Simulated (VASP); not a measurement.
# BiTe in VASP: notebook

BiTe is run at these levels: PBE; tasks: single point.

Everything below comes from runs of VASP 6.6.1. Logs are shortened: lines on timing, memory, paths and dates and some standing lists are left out, and cuts for length are marked.

## (1) The cell of the first run

The structure is cubic, space group Fm-3m (No. 225). The conventional cell has a = 6.470 Å, b = 6.470 Å, c = 6.470 Å, α = 90.00°, β = 90.00°, γ = 90.00°. Within 4.3 Å of Bi (site symmetry m-3m) lie 6 Te at 3.23 Å. Te (site symmetry m-3m) has 6 Bi at 3.23 Å within 4.3 Å.

## (2) Single point, PBE

Input file INCAR:

```
SYSTEM = BiTe
PREC     = Accurate       ! precision mode
ENCUT    = 500            ! plane-wave cutoff, eV
EDIFF    = 1E-6           ! SCF threshold, eV
ISMEAR   = -1             ! smearing method
SIGMA    = 0.05           ! smearing width, eV
LREAL    = .FALSE.        ! projectors in reciprocal space
LASPH    = .TRUE.         ! aspherical terms in the spheres
NELM     = 120            ! most SCF steps
ALGO     = Normal         ! electronic algorithm
ISIF     = 2              ! what is computed and relaxed
LWAVE    = .FALSE.        ! write WAVECAR
LCHARG   = .TRUE.         ! write CHGCAR
GGA      = PE             ! functional
LELF     = .TRUE.         ! ELF
LVHAR    = .TRUE.       
NBANDS   = 18             ! bands
GGA_COMPAT= .FALSE.
```

Input file KPOINTS:

```
Automatic mesh
0
G
  6 6 6
  0 0 0
```

Input file POSCAR:

```
BiTe
1.0
    0.0000000000      3.2350000000      3.2350000000
    3.2350000000      0.0000000000      3.2350000000
    3.2350000000      3.2350000000      0.0000000000
Bi Te
1 1
Direct
    0.0000000000      0.0000000000      0.0000000000
    0.5000000000      0.5000000000      0.5000000000
```

Potentials or basis: VASP PAW PBE potentials, release 64 (Bi_d, Te).

Run with:

```bash
cat potpaw_PBE.64/Bi_d/POTCAR potpaw_PBE.64/Te/POTCAR > POTCAR
mpirun -np 1 vasp_std > vasp.out
```

OUTCAR:

```text
SYSTEM = BiTe
   PREC = Accurate
   ENCUT = 500
   EDIFF = 1E-6
   ISMEAR = -1
   LREAL = .FALSE.
   LASPH = .TRUE.
   NELM = 120
   ISIF = 2
   GGA = PE

 ion  position               nearest neighbor table
   1  0.000  0.000  0.000-   2 3.23   2 3.23   2 3.23   2 3.23   2 3.23   2 3.23
   2  0.500  0.500  0.500-   1 3.23   1 3.23   1 3.23   1 3.23   1 3.23   1 3.23

  LATTYP: Found a face centered cubic cell.
 ALAT       =     6.4700000000

  Lattice vectors:

 A1 = (   0.0000000000,   3.2350000000,   3.2350000000)
 A2 = (   3.2350000000,   0.0000000000,   3.2350000000)
 A3 = (   3.2350000000,   3.2350000000,   0.0000000000)

Analysis of symmetry for initial positions (statically):
=====================================================================
 Subroutine PRICEL returns:
 Original cell was already a primitive cell.

 Routine SETGRP: Setting up the symmetry group for a
 face centered cubic supercell.

 Subroutine GETGRP returns: Found 48 space group operations
 (whereof 48 operations were pure point group operations)
 out of a pool of 48 trial point group operations.

The static configuration has the point symmetry O_h .

Analysis of symmetry for dynamics (positions and initial velocities):
=====================================================================
 Subroutine PRICEL returns:
 Original cell was already a primitive cell.

 Routine SETGRP: Setting up the symmetry group for a
 face centered cubic supercell.

 Subroutine GETGRP returns: Found 48 space group operations
 (whereof 48 operations were pure point group operations)
 out of a pool of 48 trial point group operations.

The dynamic configuration has the point symmetry O_h .

 Subroutine INISYM returns: Found 48 space group operations
 (whereof 48 operations are pure point group operations),
 and found     1 'primitive' translations

----------------------------------------------------------------------------------------

                                     Primitive cell

  volume of cell :      67.7100

  direct lattice vectors                    reciprocal lattice vectors
     0.000000000  3.235000000  3.235000000    -0.154559505  0.154559505  0.154559505
     3.235000000  0.000000000  3.235000000     0.154559505 -0.154559505  0.154559505
     3.235000000  3.235000000  0.000000000     0.154559505  0.154559505 -0.154559505

  length of vectors
     4.574980874  4.574980874  4.574980874     0.267704916  0.267704916  0.267704916

  position of ions in fractional coordinates (direct lattice)
     0.000000000  0.000000000  0.000000000
     0.500000000  0.500000000  0.500000000

  ion indices of the primitive-cell ions
   primitive index   ion index
                 1           1
                 2           2

----------------------------------------------------------------------------------------

 KPOINTS: Automatic mesh

Automatic generation of k-mesh.
 Grid dimensions read from file:
 generate k-points for:    6    6    6

 Generating k-lattice:

  Cartesian coordinates                     Fractional coordinates (reciprocal lattice)
    -0.025759918  0.025759918  0.025759918     0.166666667  0.000000000  0.000000000
     0.025759918 -0.025759918  0.025759918     0.000000000  0.166666667  0.000000000
     0.025759918  0.025759918 -0.025759918     0.000000000  0.000000000  0.166666667

  Length of vectors
     0.044617486  0.044617486  0.044617486

  Shift w.r.t. Gamma in fractional coordinates (k-lattice)
     0.000000000  0.000000000  0.000000000

 Subroutine IBZKPT returns following result:
 ===========================================

 Found     16 irreducible k-points:

 Following reciprocal coordinates:
            Coordinates               Weight
  0.000000  0.000000  0.000000      1.000000
  0.166667  0.000000  0.000000      8.000000
  0.333333  0.000000  0.000000      8.000000
  0.500000  0.000000  0.000000      4.000000
  0.166667  0.166667  0.000000      6.000000
  0.333333  0.166667  0.000000     24.000000
[... 8 lines left out ...]
 -0.333333  0.333333  0.166667     24.000000
 -0.333333  0.500000  0.166667     12.000000
   k-points           NKPTS =     16   k-points in BZ     NKDIM =     16   number of bands    NBANDS=     18
   number of dos      NEDOS =    301   number of ions     NIONS =      2
   total plane-waves  NPLWV =  46656
   dimension x,y,z NGX =    36 NGY =   36 NGZ =   36
   dimension x,y,z NGXF=    72 NGYF=   72 NGZF=   72
   ions per type =               1   1
   NGX,Y,Z   is equivalent  to a cutoff of  13.08, 13.08, 13.08 a.u.
   NGXF,Y,Z  is equivalent  to a cutoff of  26.16, 26.16, 26.16 a.u.
 SYSTEM =  BiTe
   PREC   = accura    normal or accurate (medium, high low for compatibility)
   ISTART =      0    job   : 0-new  1-cont  2-samecut
   ICHARG =      2    charge: 1-file 2-atom 10-const
   ISPIN  =      1    spin polarized calculation?
   LNONCOLLINEAR =      F non collinear calculations
   LSORBIT =      F    spin-orbit coupling
   LASPH  =      T    aspherical Exc in radial PAW
   ENCUT  =  500.0 eV  36.75 Ry    6.06 a.u.   8.34  8.34  8.34*2*pi/ulx,y,z
   NELM   =    120;   NELMIN=  2; NELMDL= -5     # of ELM steps
   EDIFF  = 0.1E-05   stopping-criterion for ELM
   LREAL  =      F    real-space projection
   EDIFFG = 0.1E-04   stopping-criterion for IOM
   NSW    =      0    number of steps for IOM
   IBRION =     -1    ionic relax: 0-MD 1-quasi-New 2-CG
   NFREE  =      0    steps in history (QN), initial steepest desc. (CG)
   ISIF   =      2    stress and relaxation
   ISYM   =      2    0-nonsym 1-usesym 2-fastsym
   POTIM  = 0.5000    time-step for ionic-motion
   TEBEG  =    0.0;   TEEND  =   0.0 temperature during run
   PSTRESS=    0.0 pullay stress
   NELECT =      21.0000    total number of electrons
   NUPDOWN=      -1.0000    fix difference up-down
   EMIN   =  10.00;   EMAX   =-10.00  energy-range for DOS
   EFERMI =   0.00;   METHOD = LEGACY
   ISMEAR =    -1;   SIGMA  =   0.05  broadening in eV -4-tet -1-fermi 0-gaus
   EFERMI_NEDOS =   21; number of points for ismear=-14 and -15
   IALGO  =     38    algorithm
   IMIX   =      4    mixing-type and parameters
     AMIX     =   0.40;   BMIX     =  1.00
     AMIX_MAG =   1.60;   BMIX_MAG =  1.00
  volume/ion in A,a.u.               =      33.86       228.46
  Fermi-wavevector in a.u.,A,eV,Ry     =   1.108146  2.094092 16.707785  1.227988
  Thomas-Fermi vector in A             =   2.244669
   LORBIT       =      0    0 simple, 1 ext, 2 COOP (PROOUT), +10 PAW based schemes
   GGA     = PE    functional components
   LHFCALC =     F    Hartree Fock is set to
   AEXX    =    0.0000 exact exchange contribution
   IVDW    =     0    specifies the selected vdW correction
   LEPSILON=     F    determine dielectric tensor
   LRPA    =     F    only Hartree local field effects (RPA)
 non-spin polarized calculation
  energy-cutoff  :      500.00
  volume of cell :       67.71
 maximum number of plane-waves:      1759
 NGX is ok and might be reduce to    36
   NGX = 17   NGY = 17   NGZ = 17

 number of electron      21.0000001 magnetization

 Free energy of the ion-electron system (eV)
  ---------------------------------------------------
  ext. energy  EPLUGINS =         0.00000000
  ---------------------------------------------------
  free energy    TOTEN  =        -7.17119714 eV

  energy without entropy =       -7.15266426  energy(sigma->0) =       -7.16193070

 E-fermi :   6.5550     XC(G=0):  -9.4341

 val. band max:        6.5379888476   @ k =  -0.1667   0.1667   0.0000
 cond. band min:       6.6912338575   @ k =   0.3333   0.0000   0.0000
 fundamental gap:      0.1532450098
 Fermi energy:         6.5550274399

 k-point     1 :       0.0000    0.0000    0.0000
  band No.  band energies     occupation
      1     -16.4979      2.00000
      2     -16.4979      2.00000
      3     -16.4948      2.00000
      4     -16.4948      2.00000
      5     -16.4948      2.00000
      6      -6.8714      2.00000
[... 10 lines left out ...]
     17      12.7649      0.00000
     18      13.2061      0.00000

 k-point     2 :       0.1667    0.0000    0.0000
  band No.  band energies     occupation
      1     -16.4989      2.00000
      2     -16.4989      2.00000
      3     -16.4944      2.00000
      4     -16.4933      2.00000
      5     -16.4933      2.00000
      6      -6.6241      2.00000
[... 10 lines left out ...]
     17      14.2260      0.00000
     18      14.5869      0.00000

 k-point     3 :       0.3333    0.0000    0.0000
  band No.  band energies     occupation
      1     -16.5013      2.00000
      2     -16.5013      2.00000
      3     -16.4934      2.00000
      4     -16.4897      2.00000
      5     -16.4897      2.00000
      6      -5.9028      2.00000
[... 10 lines left out ...]
     17      16.1168      0.00000
     18      17.1445      0.00000

 k-point     4 :       0.5000    0.0000    0.0000
  band No.  band energies     occupation
      1     -16.5026      2.00000
      2     -16.5026      2.00000
      3     -16.4930      2.00000
      4     -16.4878      2.00000
      5     -16.4878      2.00000
      6      -4.9180      2.00000
[... 207 lines left out ...]
      4     -16.4884      2.00000
      5     -16.4872      2.00000
      6      -5.3920      2.00000
[... 10 lines left out ...]
     17      14.9235      0.00000
     18      16.4058      0.00000

 k-point    15 :      -0.3333    0.3333    0.1667
  band No.  band energies     occupation
      1     -16.5061      2.00000
      2     -16.4987      2.00000
      3     -16.4915      2.00000
      4     -16.4906      2.00000
      5     -16.4858      2.00000
      6      -4.6621      2.00000
[... 10 lines left out ...]
     17      15.9202      0.00000
     18      17.1293      0.00000

 k-point    16 :      -0.3333    0.5000    0.1667
  band No.  band energies     occupation
      1     -16.5088      2.00000
      2     -16.4962      2.00000
      3     -16.4949      2.00000
      4     -16.4880      2.00000
      5     -16.4844      2.00000
      6      -4.8073      2.00000
[... 10 lines left out ...]
     17      16.7596      0.00000
     18      17.0943      0.00000

------------------------ aborting loop because EDIFF is reached ----------------------------------------

  FORCE on cell =-STRESS in cart. coord.  units (eV):
  Direction    XX          YY          ZZ          XY          YZ          ZX
  --------------------------------------------------------------------------------------
  -------------------------------------------------------------------------------------
  Total        0.3667518      0.3667518      0.3667518     -0.0000000      0.0000000     -0.0000000
  in kB        8.6782078      8.6782078      8.6782078     -0.0000000      0.0000000     -0.0000000
  external PRESSURE =       8.6782078 kB  Pullay stress =       0.0000000 kB

 VOLUME and BASIS-vectors are now :
 -----------------------------------------------------------------------------
  energy-cutoff  :      500.00
  volume of cell :       67.71
      direct lattice vectors                 reciprocal lattice vectors
     0.000000000  3.235000000  3.235000000    -0.154559505  0.154559505  0.154559505
     3.235000000  0.000000000  3.235000000     0.154559505 -0.154559505  0.154559505
     3.235000000  3.235000000  0.000000000     0.154559505  0.154559505 -0.154559505

 POSITION                                       TOTAL-FORCE (eV/Angst)
 -----------------------------------------------------------------------------------
      0.00000      0.00000      0.00000        -0.000000     -0.000000      0.000000
      3.23500      3.23500      3.23500         0.000000      0.000000     -0.000000
 -----------------------------------------------------------------------------------
    total drift:                               -0.000000      0.000000      0.000000

  FREE ENERGIE OF THE ION-ELECTRON SYSTEM (eV)
  ---------------------------------------------------
  free  energy   TOTEN  =        -7.1711971365 eV

  energy  without entropy=       -7.1526642556  energy(sigma->0) =       -7.16193070
```

Wall time 38 s (1 thread of Intel Xeon 8259CL, shared host); peak memory 0.21 GiB.

Results:

```yaml
Free_energy: -7.1712 eV
Pressure: 0.9 GPa
```

Levels at points of the mesh, in eV from the Fermi level:
| k point | band 8 | band 9 | band 10 | band 11 | band 12 | band 13 |
| --- | --- | --- | --- | --- | --- | --- |
| (0.00, 0.00, 0.00) | -2.45 | -2.45 | -2.45 | 2.25 | 2.25 | 2.25 |
| (0.50, 0.00, 0.00) | -1.82 | -1.82 | -1.50 | -0.72 | -0.53 | -0.53 |
| (0.50, 0.50, 0.00) | -5.56 | -3.92 | -3.92 | 2.34 | 3.69 | 3.69 |

Caveat: spin-orbit coupling is left out, which moves the levels of the heavy elements.

## (3) Single point, PBE

This run uses another cell than the first one, of 31.20 Å³/atom, 0.922 times its volume.

Input file INCAR:

```
SYSTEM = BiTe
ALGO     = Normal         ! electronic algorithm
EDIFF    = 1E-6           ! SCF threshold, eV
ENCUT    = 500            ! plane-wave cutoff, eV
GGA      = PE             ! functional
GGA_COMPAT= .FALSE.      
ISIF     = 2              ! what is computed and relaxed
ISMEAR   = -1             ! smearing method
LASPH    = .TRUE.         ! aspherical terms in the spheres
LCHARG   = .FALSE.        ! write CHGCAR
LREAL    = .FALSE.        ! projectors in reciprocal space
LWAVE    = .FALSE.        ! write WAVECAR
NBANDS   = 18             ! bands
NELM     = 120            ! most SCF steps
PREC     = Accurate       ! precision mode
SIGMA    = 0.05           ! smearing width, eV
```

Input file KPOINTS:

```
k-points
0
G
  6 6 6
  0 0 0
```

Input file POSCAR:

```
BiTe
1.0
    0.0000000000      3.1056000000      3.2350000000
    3.1056000000      0.0000000000      3.2350000000
    3.1056000000      3.1056000000      0.0000000000
Bi Te
1 1
Direct
    0.0000000000      0.0000000000      0.0000000000
    0.5000000000      0.5000000000      0.5000000000
```

Potentials or basis: VASP PAW PBE potentials, release 64 (Bi_d, Te).

Run with:

```bash
cat potpaw_PBE.64/Bi_d/POTCAR potpaw_PBE.64/Te/POTCAR > POTCAR
mpirun -np 1 vasp_std > vasp.out
```

It took 41 s on 1 thread of Intel Xeon 8259CL, shared host; peak memory 0.21 GiB.

It converged, with:

| Item | Value |
| --- | --- |
| Free energy | -7.0467 eV |
| Pressure | 5.9 GPa |

Stress tensor (GPa, compression positive):
```
7.64 0.00 0.00
0.00 7.64 0.00
0.00 0.00 2.56
```

Levels at points of the mesh, in eV from the Fermi level:
| k point | band 7 | band 8 | band 9 | band 10 | band 11 | band 12 | band 13 | band 14 |
| --- | --- | --- | --- | --- | --- | --- | --- | --- |
| (0.00, 0.00, 0.00) | -7.76 | -2.93 | -2.93 | -2.38 | 1.70 | 2.70 | 2.70 | 4.35 |
| (0.50, 0.00, 0.00) | -11.54 | -2.14 | -2.02 | -1.49 | -0.95 | -0.67 | -0.65 | 7.53 |
| (0.50, 0.50, 0.00) | -9.61 | -6.12 | -4.35 | -4.35 | 2.02 | 4.12 | 4.12 | 5.20 |
| (0.50, 0.00, 0.50) | -10.10 | -6.27 | -4.69 | -4.14 | 1.94 | 3.45 | 4.51 | 5.84 |

Caveat: spin-orbit coupling is left out, which moves the levels of the heavy elements.

## (4) Single point, PBE

This run uses another cell than the first one, of 32.51 Å³/atom, 0.960 times its volume.

Input file INCAR:

```
SYSTEM = BiTe
PREC     = Accurate       ! precision mode
ENCUT    = 500            ! plane-wave cutoff, eV
EDIFF    = 1E-6           ! SCF threshold, eV
ISMEAR   = -1             ! smearing method
SIGMA    = 0.05           ! smearing width, eV
LREAL    = .False.        ! projectors in reciprocal space
LASPH    = .True.         ! aspherical terms in the spheres
NELM     = 120            ! most SCF steps
ALGO     = Normal         ! electronic algorithm
ISIF     = 2              ! what is computed and relaxed
LWAVE    = .False.        ! write WAVECAR
LCHARG   = .True.         ! write CHGCAR
GGA      = PE             ! functional
LELF     = .True.         ! ELF
LVHAR    = .True.       
NBANDS   = 18             ! bands
GGA_COMPAT= .False.
```

Input file KPOINTS:

```
Automatic mesh
0
Gamma
  6 6 6
  0 0 0
```

Input file POSCAR:

```
BiTe
1.0
    0.0000000000      3.1703000000      3.2350000000
    3.1703000000      0.0000000000      3.2350000000
    3.1703000000      3.1703000000      0.0000000000
Bi Te
1 1
Direct
    0.0000000000      0.0000000000      0.0000000000
    0.5000000000      0.5000000000      0.5000000000
```

Run with:

```bash
cat potpaw_PBE.64/Bi_d/POTCAR potpaw_PBE.64/Te/POTCAR > POTCAR
mpirun -np 1 vasp_std > vasp.out
```

Wall time 54 s (1 thread of Intel Xeon 8259CL, shared host); peak memory 0.22 GiB.

The run converged. Its results:

| Item | Value |
| --- | --- |
| Free energy | -7.1359 eV |
| Pressure | 3.1 GPa |

Stress tensor (GPa, compression positive):
```
3.43 0.00 0.00
0.00 3.43 0.00
0.00 0.00 2.32
```

Levels at points of the mesh, in eV from the Fermi level:
| k point | band 8 | band 9 | band 10 | band 11 | band 12 | band 13 |
| --- | --- | --- | --- | --- | --- | --- |
| (0.00, 0.00, 0.00) | -2.67 | -2.67 | -2.38 | 2.01 | 2.49 | 2.49 |
| (0.50, 0.00, 0.00) | -1.94 | -1.90 | -1.49 | -0.77 | -0.59 | -0.57 |
| (0.50, 0.50, 0.00) | -5.80 | -4.10 | -4.10 | 2.20 | 3.92 | 3.92 |
| (0.50, 0.00, 0.50) | -5.88 | -4.27 | -3.99 | 2.17 | 3.60 | 4.10 |

Caveat: spin-orbit coupling is left out, which moves the levels of the heavy elements.

[end of part 1 of 2]
